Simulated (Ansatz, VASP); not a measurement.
# Ge in VASP and in Ansatz

```
Ge
1.0
     3.13323    0.00000    0.00000
    -1.56661    2.71345    0.00000
     0.00000    0.00000    4.85450
Ge
2
Direct
  0.33333 0.66667 0.25000
  0.66667 0.33333 0.75000
```

Alike in both runs: task single point; functional RPBE; k mesh 19 × 19 × 11; occupations fermi-dirac, width 0.1 eV; no spin polarisation.

```csv
,VASP,Ansatz
version,VASP 6.6.1,Ansatz 0.2.0
potentials or method,"VASP PAW PBE potentials, release 64 (Ge_d), cutoff 520 eV","plane waves (420 eV) with PAW, scalar-relativistic"
valence electrons in the cell,28,28
```

|  | VASP | Ansatz | Ansatz less VASP |
| --- | --- | --- | --- |
| pressure (GPa) | -2.0 | -2.0 | +0.04 |
| traceless stress, the component that is largest in VASP (GPa) | 1.70 | 1.70 | 0.000 |

VASP's potentials were made for PBE, not for RPBE.
